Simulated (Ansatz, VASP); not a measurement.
## BN in VASP and in Ansatz

The input INCAR:

```
SYSTEM = BN
PREC = Accurate
ENCUT = 520
EDIFF = 1E-6
ISMEAR = -1
SIGMA = 0.02
LREAL = .False.
LASPH = .True.
NELM = 100
ALGO = Normal
ISIF = 2
LWAVE = .False.
LCHARG = .False.
GGA = PE
NBANDS = 11
```

The input KPOINTS:

```
regular mesh
0
Gamma
  12 12 12
  0 0 0
```

File POSCAR:

```
BN
1.0
    0.0000000000      1.8770184676      1.8770184676
    1.8770184676      0.0000000000      1.8770184676
    1.8770184676      1.8770184676      0.0000000000
B N
1 1
Direct
    0.0000000000      0.0000000000      0.0000000000
    0.2500000000      0.2500000000      0.2500000000
```

Input for Ansatz:

```yaml
crystal:
  lattice:
    - [0.0, 1.8770184676, 1.8770184676]
    - [1.8770184676, 0.0, 1.8770184676]
    - [1.8770184676, 1.8770184676, 0.0]
  atoms:
    - { symbol: B, position: [0.0, 0.0, 0.0] }
    - { symbol: "N", position: [0.25, 0.25, 0.25] }
kpoints:
  mp_grid: { grid: [12, 12, 12] }
  band_path:
    path:
      - [0.0, 0.0, 0.0]
      - [-0.5, -0.5, 0.0]
      - [-0.375, -0.375, 0.25]
      - [-0.375, 0.0, 0.375]
      - [0.0, 0.0, 0.5]
      - [-0.5, -0.25, 0.25]
      - [0.0, 0.5, 0.5]
    npoints: 1
hamiltonian:
  xc: pbe
scf:
  occupations: { method: fermi_dirac, width: 0.02 }
  n_extra_bands: 4
output:
  forces: true
  stress: true
  eigenvalues: true
```

Change from the starting cell: hydrostatic strain +4.0%.

Alike in both runs: task single point; functional PBE; k mesh 12 × 12 × 12; occupations fermi-dirac, width 0.02 eV; no spin polarisation.

|  | VASP | Ansatz |
| --- | --- | --- |
| version | VASP 6.6.1 | Ansatz 0.2.0 |
| potentials or method | VASP PAW PBE potentials, release 64 (B, N) | plane waves, PAW |
| plane-wave cutoff (eV) | 520 | 420 |
| valence electrons in the cell | 8 | 8 |

|  | VASP | Ansatz | Ansatz less VASP |
| --- | --- | --- | --- |
| gap on the k mesh at the Fermi level (eV) | 4.33 | 4.34 | +0.008 |
| pressure (GPa) | -32.2 | -32.1 | +0.05 |

Both programs put the cell under strong tension, so it lies far from rest at this level. With one functional, cell and mesh, what is left measures potentials, basis and numerics.

Noted on VASP's run: the cell as given lies far from equilibrium.
